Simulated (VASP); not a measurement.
Input of a VASP 6.6.1 run:

The input INCAR:

```
SYSTEM = CoO
PREC     = Accurate       ! precision mode
ENCUT    = 520            ! plane-wave cutoff, eV
EDIFF    = 1E-8           ! SCF threshold, eV
ISMEAR   = -1             ! smearing method
SIGMA    = 0.05           ! smearing width, eV
LREAL    = .False.        ! projectors in reciprocal space
LASPH    = .True.         ! aspherical terms in the spheres
NELM     = 150            ! most SCF steps
ALGO     = Normal         ! electronic algorithm
ISIF     = 2              ! what is computed and relaxed
LWAVE    = .False.        ! write WAVECAR
LCHARG   = .False.        ! write CHGCAR
ISPIN    = 2              ! spin polarisation
MAGMOM   = 2 0            ! initial moments
LORBIT   = 11             ! projections on sites
LMAXMIX  = 4              ! l up to which the mixer works
GGA      = PE             ! functional
NBANDS   = 18             ! bands
IBRION   = 8              ! ionic algorithm
NSW      = 1              ! ionic steps
```

File KPOINTS:

```
regular mesh
0
Gamma
  10 10 10
  0 0 0
```

POSCAR

```
CoO
1.0
    1.5054695445      0.8691832468      2.4399269062
   -1.5054695445      0.8691832468      2.4399269062
    0.0000000000     -1.7383664936      2.4399269062
Co O
1 1
Direct
    0.0000000000      0.0000000000      0.0000000000
    0.5000000000      0.5000000000      0.5000000000
```

Potentials or basis: VASP PAW PBE potentials, release 64 (Co, O).

Command:

```console
$ cat potpaw_PBE.64/Co/POTCAR potpaw_PBE.64/O/POTCAR > POTCAR
$ mpirun -np 1 vasp_std > vasp.out
```

Question: What does it give for the highest phonon frequency at Γ, LO-TO splitting left out?

Answer: 173 cm⁻¹.

Question: Estimate the site moments.

Answer: Co +2.54; O +0.29 μB.

Question: What does it give for the net moment?

Answer: 2.88 μB per cell.

Phonon frequencies in cm⁻¹ (negative: imaginary):
| q point | frequencies |
| --- | --- |
| (0.000, 0.000, 0.000) | 0 0 0 162 173 173 |

Caveat: a cell with one magnetic atom can't hold antiferromagnetic order, which such compounds often take.
